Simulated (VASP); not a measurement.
# Au in VASP: notebook

The runs below take Au through single point, with PBEsol.

Program: VASP 6.6.1. These are calculated values, not measurements. Logs are shortened: lines on timing, memory, paths and dates and some standing lists are left out, and cuts for length are marked.

### Step 1. The cell of the first run

The typed cell holds 1 atom: a = 2.953 Å, b = 2.953 Å, c = 2.953 Å, α = 120.00°, β = 120.00°, γ = 90.01°.

### Step 2. Single point, PBEsol

Contents of INCAR:

```
SYSTEM = Au
PREC = Accurate ; ENCUT = 520
EDIFF = 1E-7 ; ISMEAR = 0
SIGMA = 0.15 ; LREAL = .False.
LASPH = .True. ; NELM = 60
ALGO = Fast ; ISIF = 2
LWAVE = .False. ; LCHARG = .False.
GGA = PS ; NBANDS = 12
```

Contents of KPOINTS:

```
Automatic mesh
0
Gamma
  22 22 22
  0 0 0
```

Contents of POSCAR:

```
Au
1.0
   -1.4765331559      1.4765331559      2.0878178824
    1.4765331559     -1.4765331559      2.0878178824
    1.4765331559      1.4765331559     -2.0878178824
Au
1
Direct
    0.0000000000      0.0000000000      0.0000000000
```

Potentials or basis: VASP PAW PBE potentials, release 64 (Au).

Launch:

```bash
> cat potpaw_PBE.64/Au/POTCAR > POTCAR
> mpirun -np 1 vasp_std > vasp.out
```

OUTCAR:

```text
SYSTEM = Au
   PREC = Accurate
   ENCUT = 520
   EDIFF = 1E-7
   ISMEAR = 0
   LREAL = .False.
   LASPH = .True.
   NELM = 60
   ISIF = 2
   GGA = PS

 ion  position               nearest neighbor table
   1  0.000  0.000  0.000-

  LATTYP: Found a body centered tetragonal cell.
 ALAT       =     2.9530663118
 C/A-ratio  =     1.4140000000

  Lattice vectors:

 A1 = (  -1.4765331559,   1.4765331559,   2.0878178824)
 A2 = (   1.4765331559,  -1.4765331559,   2.0878178824)
 A3 = (   1.4765331559,   1.4765331559,  -2.0878178824)

Analysis of symmetry for initial positions (statically):
=====================================================================
 Subroutine PRICEL returns:
 Original cell was already a primitive cell.

 Routine SETGRP: Setting up the symmetry group for a
 body centered tetragonal supercell.

 Subroutine GETGRP returns: Found 16 space group operations
 (whereof 16 operations were pure point group operations)
 out of a pool of 16 trial point group operations.

The static configuration has the point symmetry D_4h.

Analysis of symmetry for dynamics (positions and initial velocities):
=====================================================================
 Subroutine PRICEL returns:
 Original cell was already a primitive cell.

 Routine SETGRP: Setting up the symmetry group for a
 body centered tetragonal supercell.

 Subroutine GETGRP returns: Found 16 space group operations
 (whereof 16 operations were pure point group operations)
 out of a pool of 16 trial point group operations.

The dynamic configuration has the point symmetry D_4h.

 Subroutine INISYM returns: Found 16 space group operations
 (whereof 16 operations are pure point group operations),
 and found     1 'primitive' translations

----------------------------------------------------------------------------------------

                                     Primitive cell

  volume of cell :      18.2070

  direct lattice vectors                    reciprocal lattice vectors
    -1.476533156  1.476533156  2.087817882     0.000000000  0.338631068  0.239484490
     1.476533156 -1.476533156  2.087817882     0.338631068  0.000000000  0.239484490
     1.476533156  1.476533156 -2.087817882     0.338631068  0.338631068  0.000000000

  length of vectors
     2.952843347  2.952843347  2.952843347     0.414757545  0.414757545  0.478896649

  position of ions in fractional coordinates (direct lattice)
     0.000000000  0.000000000  0.000000000

  ion indices of the primitive-cell ions
   primitive index   ion index
                 1           1

[... 85 lines left out ...]
   EFERMI =   0.00;   METHOD = LEGACY
   ISMEAR =     0;   SIGMA  =   0.15  broadening in eV -4-tet -1-fermi 0-gaus
   EFERMI_NEDOS =   21; number of points for ismear=-14 and -15
   IALGO  =     68    algorithm
   IMIX   =      4    mixing-type and parameters
     AMIX     =   0.40;   BMIX     =  1.00
     AMIX_MAG =   1.60;   BMIX_MAG =  1.00
  volume/ion in A,a.u.               =      18.21       122.87
  Fermi-wavevector in a.u.,A,eV,Ry     =   1.383968  2.615320 26.060157  1.915367
  Thomas-Fermi vector in A             =   2.508516
   LORBIT       =      0    0 simple, 1 ext, 2 COOP (PROOUT), +10 PAW based schemes
   GGA     = PS    functional components
   LHFCALC =     F    Hartree Fock is set to
   AEXX    =    0.0000 exact exchange contribution
   IVDW    =     0    specifies the selected vdW correction
   LEPSILON=     F    determine dielectric tensor
   LRPA    =     F    only Hartree local field effects (RPA)
 non-spin polarized calculation
 RMM-DIIS sequential band-by-band and
 Gauss-broadening in eV      SIGMA  =   0.15
  energy-cutoff  :      520.00
  volume of cell :       18.21
 maximum number of plane-waves:       531
 NGX is ok and might be reduce to    24
   NGX = 11   NGY = 11   NGZ = 11

 number of electron      11.0000001 magnetization

 Free energy of the ion-electron system (eV)
  ---------------------------------------------------
  ext. energy  EPLUGINS =         0.00000000
  ---------------------------------------------------
  free energy    TOTEN  =        -3.88615227 eV

  energy without entropy =       -3.88321739  energy(sigma->0) =       -3.88468483

 E-fermi :   8.1849     XC(G=0): -12.4961

 val. band max:        8.1350436829   @ k =  -0.2273  -0.4091   0.1364
 cond. band min:       8.2191841237   @ k =  -0.3636   0.3636   0.1364
 fundamental gap:      0.0841404408
 Fermi energy:         8.1849148775

 k-point     1 :       0.0000    0.0000    0.0000
  band No.  band energies     occupation
      1      -1.0252      2.00000
      2       3.8756      2.00000
      3       3.8756      2.00000
      4       3.8768      2.00000
      5       5.2363      2.00000
      6       5.2376      2.00000
      7      22.7790      0.00000
      8      26.3910      0.00000
      9      26.3910      0.00000
     10      26.3931      0.00000
     11      31.0543      0.00000
     12      35.0327      0.00000
[... 331 lines left out ...]
 k-point    24 :      -0.4545    0.0455    0.0000
  band No.  band energies     occupation
      1       1.5109      2.00000
      2       3.8388      2.00000
      3       3.9179      2.00000
      4       5.7847      2.00000
      5       6.2790      2.00000
      6       7.1019      2.00000
      7      11.9763      0.00000
      8      22.3677      0.00000
      9      24.6511      0.00000
     10      24.9123      0.00000
     11      31.9632      0.00000
     12      32.1123      0.00000

 [... further k-points ...]

------------------------ aborting loop because EDIFF is reached ----------------------------------------

  FORCE on cell =-STRESS in cart. coord.  units (eV):
  Direction    XX          YY          ZZ          XY          YZ          ZX
  --------------------------------------------------------------------------------------
  -------------------------------------------------------------------------------------
  Total       -1.1210114     -1.1210114     -1.1206130      0.0000000     -0.0000000      0.0000000
  in kB      -98.6464858    -98.6464858    -98.6114224      0.0000000     -0.0000000      0.0000000
  external PRESSURE =     -98.6347980 kB  Pullay stress =       0.0000000 kB

 VOLUME and BASIS-vectors are now :
 -----------------------------------------------------------------------------
  energy-cutoff  :      520.00
  volume of cell :       18.21
      direct lattice vectors                 reciprocal lattice vectors
    -1.476533156  1.476533156  2.087817882     0.000000000  0.338631068  0.239484490
     1.476533156 -1.476533156  2.087817882     0.338631068  0.000000000  0.239484490
     1.476533156  1.476533156 -2.087817882     0.338631068  0.338631068  0.000000000

 POSITION                                       TOTAL-FORCE (eV/Angst)
 -----------------------------------------------------------------------------------
      0.00000      0.00000      0.00000         0.000000      0.000000      0.000000
 -----------------------------------------------------------------------------------
    total drift:                                0.000000      0.000000      0.000000

  FREE ENERGIE OF THE ION-ELECTRON SYSTEM (eV)
  ---------------------------------------------------
  free  energy   TOTEN  =        -3.8861522711 eV

  energy  without entropy=       -3.8832173946  energy(sigma->0) =       -3.88468483
```

OSZICAR:

```text
N       E                     dE             d eps       ncg     rms          rms(c)
DAV:   1     0.483063354847E+02    0.48306E+02   -0.55398E+03 20664   0.811E+02
DAV:   2    -0.352215746142E+01   -0.51828E+02   -0.48652E+02 23288   0.183E+02
DAV:   3    -0.421943328877E+01   -0.69728E+00   -0.69606E+00 24132   0.207E+01
DAV:   4    -0.422180707194E+01   -0.23738E-02   -0.23737E-02 23872   0.139E+00
DAV:   5    -0.422182526816E+01   -0.18196E-04   -0.18195E-04 24540   0.117E-01    0.782E+00
RMM:   6    -0.390556236165E+01    0.31626E+00   -0.39663E-01 20083   0.516E+00    0.497E+00
RMM:   7    -0.388866478929E+01    0.16898E-01   -0.33528E-02 21234   0.170E+00    0.268E+00
RMM:   8    -0.388621445222E+01    0.24503E-02   -0.29941E-03 22395   0.470E-01    0.393E-01
RMM:   9    -0.388615057801E+01    0.63874E-04   -0.48035E-04 23251   0.183E-01    0.103E-01
RMM:  10    -0.388615267620E+01   -0.20982E-05   -0.68179E-05 23368   0.622E-02    0.632E-02
RMM:  11    -0.388615225689E+01    0.41931E-06   -0.12302E-05 23281   0.239E-02    0.102E-02
RMM:  12    -0.388615230041E+01   -0.43523E-07   -0.14645E-06 22051   0.773E-03    0.917E-03
RMM:  13    -0.388615227113E+01    0.29287E-07   -0.36717E-07 19679   0.388E-03
   1 F= -.38861523E+01 E0= -.38846848E+01  d E =-.293488E-02
```

stdout:

```text
POSCAR found type information on POSCAR Au
 POSCAR found :  1 types and       1 ions
 scaLAPACK will be used
 -----------------------------------------------------------------------------
|                                                                             |
|                                                                             |
|     You enforced a specific xc type in the INCAR file but a different       |
|     I HOPE YOU KNOW WHAT YOU ARE DOING!                                     |
|                                                                             |
 -----------------------------------------------------------------------------

 LDA part: xc-table for (Slater+PW92), standard interpolation
 POSCAR, INCAR and KPOINTS ok, starting setup
 FFT: planning ... GRIDC
 FFT: planning ... GRID_SOFT
 FFT: planning ... GRID
 WAVECAR not read
 entering main loop
WARNING in EDDRMM: call to ZHEGV failed, returncode =   8  4     12
```

Run time: 2 min. Hardware: 1 thread of Intel Xeon 8259CL, shared host; peak memory 0.3 GiB.

Results:

* Free energy: -3.8862 eV
* Pressure: -9.9 GPa
* Band gap on the k mesh: zero (an odd number of electrons rules out a gap without spin polarisation)

Caveat: the cell stands under tension; the PAW data sets were made with another functional, which shifts forces and pressure a little; spin-orbit coupling is left out, which moves the levels of the heavy elements.

### Step 3. Single point, PBEsol

Contents of INCAR:

```
SYSTEM = Au
PREC = Accurate
ENCUT = 520
EDIFF = 1E-7
ISMEAR = 0
SIGMA = 0.15
LREAL = .FALSE.
LASPH = .TRUE.
NELM = 60
ALGO = Fast
ISIF = 2
LWAVE = .FALSE.
LCHARG = .FALSE.
GGA = PS
NBANDS = 12
```

Contents of KPOINTS:

```
Automatic mesh
0
G
  22 22 22
  0 0 0
```

Contents of POSCAR:

```
Au
1.0
   -1.4477578232      1.4477578232      2.1716367348
    1.4477578232     -1.4477578232      2.1716367348
    1.4477578232      1.4477578232     -2.1716367348
Au
1
Direct
    0.0000000000      0.0000000000      0.0000000000
```

Potentials or basis: VASP PAW PBE potentials, release 64 (Au).

Launch:

```bash
> cat potpaw_PBE.64/Au/POTCAR > POTCAR
> mpirun -np 1 vasp_std > vasp.out
```

OUTCAR:

```text
SYSTEM = Au
   PREC = Accurate
   ENCUT = 520
   EDIFF = 1E-7
   ISMEAR = 0
   LREAL = .FALSE.
   LASPH = .TRUE.
   NELM = 60
   ISIF = 2
   GGA = PS

 ion  position               nearest neighbor table
   1  0.000  0.000  0.000-

  LATTYP: Found a body centered tetragonal cell.
 ALAT       =     2.8955156464
 C/A-ratio  =     1.5000000000

  Lattice vectors:

 A1 = (  -1.4477578232,   1.4477578232,   2.1716367348)
 A2 = (   1.4477578232,  -1.4477578232,   2.1716367348)
 A3 = (   1.4477578232,   1.4477578232,  -2.1716367348)

Analysis of symmetry for initial positions (statically):
=====================================================================
 Subroutine PRICEL returns:
 Original cell was already a primitive cell.

 Routine SETGRP: Setting up the symmetry group for a
 body centered tetragonal supercell.

 Subroutine GETGRP returns: Found 16 space group operations
 (whereof 16 operations were pure point group operations)
 out of a pool of 16 trial point group operations.

The static configuration has the point symmetry D_4h.

Analysis of symmetry for dynamics (positions and initial velocities):
=====================================================================
 Subroutine PRICEL returns:
 Original cell was already a primitive cell.

 Routine SETGRP: Setting up the symmetry group for a
 body centered tetragonal supercell.

 Subroutine GETGRP returns: Found 16 space group operations
 (whereof 16 operations were pure point group operations)
 out of a pool of 16 trial point group operations.

The dynamic configuration has the point symmetry D_4h.

 Subroutine INISYM returns: Found 16 space group operations
 (whereof 16 operations are pure point group operations),
 and found     1 'primitive' translations

----------------------------------------------------------------------------------------

                                     Primitive cell

  volume of cell :      18.2070

  direct lattice vectors                    reciprocal lattice vectors
[... 114 lines left out ...]
   LEPSILON=     F    determine dielectric tensor
   LRPA    =     F    only Hartree local field effects (RPA)
 non-spin polarized calculation
 RMM-DIIS sequential band-by-band and
 Gauss-broadening in eV      SIGMA  =   0.15
  energy-cutoff  :      520.00
  volume of cell :       18.21
 maximum number of plane-waves:       510
   NGX = 11   NGY = 11   NGZ = 11

 number of electron      11.0000001 magnetization

 Free energy of the ion-electron system (eV)
  ---------------------------------------------------
  ext. energy  EPLUGINS =         0.00000000
  ---------------------------------------------------
  free energy    TOTEN  =        -3.88265607 eV

  energy without entropy =       -3.87940889  energy(sigma->0) =       -3.88103248

 E-fermi :   8.2224     XC(G=0): -12.4958

 val. band max:        8.2169150258   @ k =  -0.2727   0.3182   0.1818
 cond. band min:       8.2228136651   @ k =  -0.2273   0.3636   0.1364
 fundamental gap:      0.0058986393
 Fermi energy:         8.2223677773

 k-point     1 :       0.0000    0.0000    0.0000
  band No.  band energies     occupation
      1      -1.0246      2.00000
      2       3.5521      2.00000
      3       4.0501      2.00000
      4       4.0501      2.00000
      5       4.9541      2.00000
      6       5.4875      2.00000
      7      22.8295      0.00000
      8      25.8574      0.00000
      9      26.6650      0.00000
     10      26.6650      0.00000
     11      31.1065      0.00000
     12      34.5165      0.00000
[... 331 lines left out ...]
 k-point    24 :      -0.4545    0.0455   -0.0000
  band No.  band energies     occupation
      1       1.5162      2.00000
      2       3.6770      2.00000
      3       4.0740      2.00000
      4       5.7391      2.00000
      5       6.3133      2.00000
      6       7.1428      2.00000
      7      11.9614      0.00000
      8      22.1487      0.00000
      9      24.3628      0.00000
     10      25.4984      0.00000
     11      31.1505      0.00000
     12      32.6755      0.00000

 [... further k-points ...]

------------------------ aborting loop because EDIFF is reached ----------------------------------------

  FORCE on cell =-STRESS in cart. coord.  units (eV):
  Direction    XX          YY          ZZ          XY          YZ          ZX
  --------------------------------------------------------------------------------------
  -------------------------------------------------------------------------------------
  Total       -1.0463438     -1.0463438     -1.2368804      0.0000000      0.0000000      0.0000000
  in kB      -92.0758974    -92.0758974   -108.8426960      0.0000000      0.0000000      0.0000000
  external PRESSURE =     -97.6648303 kB  Pullay stress =       0.0000000 kB

 VOLUME and BASIS-vectors are now :
 -----------------------------------------------------------------------------
  energy-cutoff  :      520.00
  volume of cell :       18.21
      direct lattice vectors                 reciprocal lattice vectors
    -1.447757823  1.447757823  2.171636735     0.000000000  0.345361629  0.230241086
     1.447757823 -1.447757823  2.171636735     0.345361629  0.000000000  0.230241086
     1.447757823  1.447757823 -2.171636735     0.345361629  0.345361629  0.000000000

 POSITION                                       TOTAL-FORCE (eV/Angst)
 -----------------------------------------------------------------------------------
      0.00000      0.00000      0.00000         0.000000     -0.000000      0.000000
 -----------------------------------------------------------------------------------
    total drift:                                0.000000      0.000000     -0.000000

  FREE ENERGIE OF THE ION-ELECTRON SYSTEM (eV)
  ---------------------------------------------------
  free  energy   TOTEN  =        -3.8826560744 eV

  energy  without entropy=       -3.8794088926  energy(sigma->0) =       -3.88103248
```

OSZICAR:

```text
N       E                     dE             d eps       ncg     rms          rms(c)
DAV:   1     0.482433974134E+02    0.48243E+02   -0.55191E+03 20816   0.808E+02
DAV:   2    -0.352271759059E+01   -0.51766E+02   -0.48643E+02 23460   0.183E+02
DAV:   3    -0.421726062230E+01   -0.69454E+00   -0.69331E+00 24044   0.206E+01
DAV:   4    -0.421963295144E+01   -0.23723E-02   -0.23722E-02 23880   0.139E+00
DAV:   5    -0.421965109374E+01   -0.18142E-04   -0.18142E-04 24592   0.116E-01    0.781E+00
RMM:   6    -0.390218380704E+01    0.31747E+00   -0.40024E-01 20098   0.518E+00    0.497E+00
RMM:   7    -0.388518397757E+01    0.17000E-01   -0.33849E-02 21216   0.171E+00    0.268E+00
RMM:   8    -0.388271810862E+01    0.24659E-02   -0.30065E-03 22398   0.471E-01    0.394E-01
RMM:   9    -0.388265429382E+01    0.63815E-04   -0.48233E-04 23280   0.184E-01    0.103E-01
RMM:  10    -0.388265644614E+01   -0.21523E-05   -0.68424E-05 23356   0.625E-02    0.630E-02
RMM:  11    -0.388265605701E+01    0.38913E-06   -0.12326E-05 23277   0.240E-02    0.104E-02
RMM:  12    -0.388265610184E+01   -0.44829E-07   -0.14894E-06 22185   0.783E-03    0.931E-03
RMM:  13    -0.388265607437E+01    0.27463E-07   -0.37305E-07 19640   0.394E-03
   1 F= -.38826561E+01 E0= -.38810325E+01  d E =-.324718E-02
```

It took 2 min on 1 thread of Intel Xeon 8259CL, shared host; peak memory 0.29 GiB.

Results:

```yaml
Free_energy: -3.8827 eV
Pressure: -9.8 GPa
Band_gap_on_the_k_mesh: zero (an odd number of electrons rules out a gap without spin polarisation)
```

Stress tensor (GPa, compression positive):
```
 -9.21   0.00   0.00
  0.00  -9.21   0.00
  0.00   0.00 -10.88
```

Caveat: the cell stands under tension; the PAW data sets were made with another functional, which shifts forces and pressure a little; spin-orbit coupling is left out, which moves the levels of the heavy elements.

The gap in the log of VASP goes by the Fermi energy; the results here count the filled bands.